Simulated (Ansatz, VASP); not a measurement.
## SnP2: VASP beside Ansatz

```
CELL_PARAMETERS angstrom
5.83486 0.00000 0.00000
0.00000 5.83486 0.00000
0.00000 0.00000 3.75824
ATOMIC_POSITIONS crystal
Sn 0.00000 0.00000 0.00000
Sn 0.50000 0.50000 0.50000
P 0.30600 0.30600 0.00000
P 0.19400 0.80600 0.50000
P 0.69400 0.69400 0.00000
P 0.80600 0.19400 0.50000
```

Alike in both runs: task single point; functional r2SCAN; k mesh 4 × 4 × 6; occupations gaussian, width 0.1 eV; no spin polarisation.

|  | VASP | Ansatz |
| --- | --- | --- |
| version | VASP 6.6.1 | Ansatz 0.2.0 |
| potentials or method | VASP PAW PBE potentials, release 64 (Sn_d, P), cutoff 520 eV | scalar-relativistic, plane waves, PAW |
| valence electrons in the cell | 48 | 48 |

```tsv
	VASP	Ansatz	Ansatz less VASP
gap on the k mesh at the Fermi level (eV)	none	none	-
pressure (GPa)	13.7	13.8	+0.15
traceless stress, the component that is largest in VASP (GPa)	2.45	2.45	0.000
rms of the force components (eV/Å)	0.249	0.253	+0.0044
```

VASP's potentials were made for PBE, not for r2SCAN. Atom by atom the forces differ by 0.004 eV/Å (rms over components). A gap of «none» marks a metal or a gap that the smearing closes. The functional is the same, so the differences come from potentials, cutoffs and numerics.
